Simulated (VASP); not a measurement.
TaN, 2 atoms in the cell. The structure is cubic, space group Fm-3m (No. 225). Conventional cell: a = 4.357 Å, b = 4.357 Å, c = 4.357 Å, α = 90.00°, β = 90.00°, γ = 90.00°. Ta (site symmetry m-3m) has 6 N at 2.18 Å within 2.9 Å. N (site symmetry m-3m) has 6 Ta at 2.18 Å within 2.9 Å. 

| Property | Result |
| --- | --- |
| Program | VASP 6.6.1 |
| Task | single point |
| Functional | PBE |
| Potentials or basis | VASP PAW PBE potentials, release 64 (Ta_pv, N) |
| Cutoff | 520 eV |
| k mesh | 20 × 20 × 20 |
| Occupations | gaussian, width 0.15 eV |
| Spin | no spin polarisation |
| Dipole correction | no |
| Further INCAR settings | ALGO = Normal; EDIFF = 1e-06; NBANDS = 15 |

Potentials or basis: VASP PAW PBE potentials, release 64 (Ta_pv, N).

Launch:

```bash
$ cat potpaw_PBE.64/Ta_pv/POTCAR potpaw_PBE.64/N/POTCAR > POTCAR
$ mpirun -np 1 vasp_std > vasp.out
```

Hardware: 1 thread of Intel(R) Xeon(R) Platinum 8259CL CPU @ 2.50GHz (Skylake/Cascade Lake), with other jobs on the host.

Task: Estimate the wall time of this run.

Result: Wall time 38 s on 1 thread of Intel(R) Xeon(R) Platinum 8259CL CPU @ 2.50GHz (Skylake/Cascade Lake), with other jobs on the host, peak memory 0.2 GiB. Counts: scf iterations 12, k points 256.
